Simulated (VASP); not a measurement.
NaF:

```
Na F
1.0
     2.79349    0.00000    0.00000
     0.00000    2.79349    0.00000
     0.00000    0.00000    2.83958
Na F
1 1
Direct
  0.00000 0.00000 0.00000
  0.50000 0.50000 0.50000
```

This cell differs from its parent crystal: uniaxial z strain +1.7%.

Base run:

| Item | Value |
| --- | --- |
| Program | VASP 6.6.1 |
| Functional | PBE |
| Potentials or basis | VASP PAW PBE potentials, release 64 (Na_pv, F) |
| Cutoff | 520 eV |
| k mesh | 10 × 10 × 10 |
| Occupations | fermi-dirac, width 0.02 eV |
| Spin | no spin polarisation |

Its results: band gap on the k mesh 5.97 eV, indirect (least direct gap 6.30 eV); pressure 3.2 GPa.

**Question.** The run is repeated on the same cell with these changes: functional from PBE to r2SCAN; occupations from fermi-dirac, width 0.02 eV to gaussian, width 0.01 eV. What comes out?

**Answer.** Band gap on the k mesh 6.97 eV, indirect (least direct gap 7.29 eV); pressure -1.7 GPa.

Caveats: the PAW data sets were made with another functional, which shifts forces and pressure a little (some runs).

A k mesh can miss the band edges.
